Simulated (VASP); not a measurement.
Here is a VASP 6.6.1 calculation.

The input INCAR:

```
SYSTEM = Ga2SnSe4
PREC = Accurate
ENCUT = 500
EDIFF = 1E-6
ISMEAR = 0
SIGMA = 0.15
LREAL = .FALSE.
LASPH = .TRUE.
NELM = 120
ALGO = Normal
ISIF = 2
LWAVE = .FALSE.
LCHARG = .FALSE.
GGA = PE
NBANDS = 41
GGA_COMPAT = .FALSE.
```

Contents of KPOINTS:

```
Automatic mesh
0
G
  3 3 3
  0 0 0
```

The input POSCAR:

```
Ga2SnSe4
1.0
   -2.7923807228      2.7923807228      6.7453829039
    2.7923807228     -2.7923807228      6.7453829039
    2.7923807228      2.7923807228     -6.7453829039
Ga Sn Se
2 1 4
Direct
    0.2500000000      0.7500000000      0.5000000000
    0.7500000000      0.2500000000      0.5000000000
    0.0000000000      0.0000000000      0.0000000000
    0.8643032663      0.4181516066      0.0000000000
    0.4181516066      0.8643032663      0.0000000000
    0.1356967337      0.1356967337      0.5538483403
    0.5818483934      0.5818483934      0.4461516597
```

Potentials or basis: VASP PAW PBE potentials, release 64 (Ga_d, Sn_d, Se).

Command:

```bash
$ cat potpaw_PBE.64/Ga_d/POTCAR potpaw_PBE.64/Sn_d/POTCAR potpaw_PBE.64/Se/POTCAR > POTCAR
$ mpirun -np 1 vasp_std > vasp.out
```

(1) Predict the pressure.

(2) What does it give for the band gap on the k mesh?

Results:

(1) 0.4 GPa.

(2) 0.93 eV (least direct gap 1.16 eV).

Caveat: spin-orbit coupling is left out, which moves the levels of the heavy elements; an odd mesh through Γ misses points on the zone boundary, where band edges can lie.
